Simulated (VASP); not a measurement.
AlNi, 2 atoms in the cell. The structure is trigonal, space group R-3m (No. 166). Conventional cell: a = 3.633 Å, b = 3.633 Å, c = 6.275 Å, α = 90.00°, β = 90.00°, γ = 120.00°. Within 3.1 Å of Al (site symmetry -3m) lie 6 Ni at 2.34 Å and 6 Al at 2.96 Å. Within 3.1 Å of Ni (site symmetry -3m) lie 6 Al at 2.34 Å and 6 Ni at 2.96 Å.  This cell differs from its parent crystal: ratio of the length along [111] to the lengths across it x 1.41, volume and fractional coordinates fixed.

| Quantity | Value |
| --- | --- |
| Program | VASP 6.6.1 |
| Task | single point |
| Functional | PBE |
| Potentials or basis | VASP PAW PBE potentials, release 64 (Al, Ni) |
| Cutoff | 520 eV |
| k mesh | 18 × 18 × 18 |
| Occupations | gaussian, width 0.15 eV |
| Spin | no spin polarisation |
| Dipole correction | no |
| Further INCAR settings | ALGO = Fast; EDIFF = 1e-06; NBANDS = 14 |

Potentials or basis: VASP PAW PBE potentials, release 64 (Al, Ni).

Launch:

```sh
$ cat potpaw_PBE.64/Al/POTCAR potpaw_PBE.64/Ni/POTCAR > POTCAR
$ mpirun -np 1 vasp_std > vasp.out
```

Hardware: 1 thread of Intel(R) Xeon(R) Platinum 8259CL CPU @ 2.50GHz (Skylake/Cascade Lake) (shared host).

Estimate the wall time of this run.

Run time: 2.3 min on 1 thread of Intel(R) Xeon(R) Platinum 8259CL CPU @ 2.50GHz (Skylake/Cascade Lake), with other jobs on the host, peak memory 0.3 GiB. Counts: scf iterations 16, k points 580.
